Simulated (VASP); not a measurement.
Here is a VASP 6.6.1 calculation.

File INCAR:

```
PREC     = Accurate       # precision mode
ENCUT    = 520            # plane-wave cutoff, eV
EDIFF    = 1E-6           # SCF threshold, eV
ISMEAR   = -1             # smearing method
SIGMA    = 0.05           # smearing width, eV
LREAL    = F              # projectors in reciprocal space
LASPH    = T              # aspherical terms in the spheres
NELM     = 60             # most SCF steps
ALGO     = Normal         # electronic algorithm
ISIF     = 2              # what is computed and relaxed
LWAVE    = F              # write WAVECAR
LCHARG   = F              # write CHGCAR
GGA      = PS             # functional
NBANDS   = 18             # bands
```

KPOINTS

```
Automatic mesh
0
Gamma
  11 11 5
```

POSCAR

```
Ta
1.0
    2.7863948909      0.0000000000      0.0000000000
   -1.3931974454      2.4130887605      0.0000000000
    0.0000000000      0.0000000000      4.9490063193
Ta
2
Direct
    0.3333333333      0.6666666667      0.2500000000
    0.6666666667      0.3333333333      0.7500000000
```

Potentials or basis: VASP PAW PBE potentials, release 64 (Ta_pv).

Launch:

```console
$ cat potpaw_PBE.64/Ta_pv/POTCAR > POTCAR
$ mpirun -np 1 vasp_std > vasp.out
```

**Question.** What does it give for the band gap on the k mesh?

**Answer.** Zero (band 11 reaches 7.70 eV, above the bottom of band 12 at 5.78 eV).

**Question.** Predict the pressure.

**Answer.** 20.6 GPa.

Stress tensor (GPa, compression positive):
```
20.69  0.00  0.00
 0.00 20.69  0.00
 0.00  0.00 20.49
```

Caveat: the PAW data sets were made with another functional, which shifts forces and pressure a little; spin-orbit coupling is left out, which moves the levels of the heavy elements.
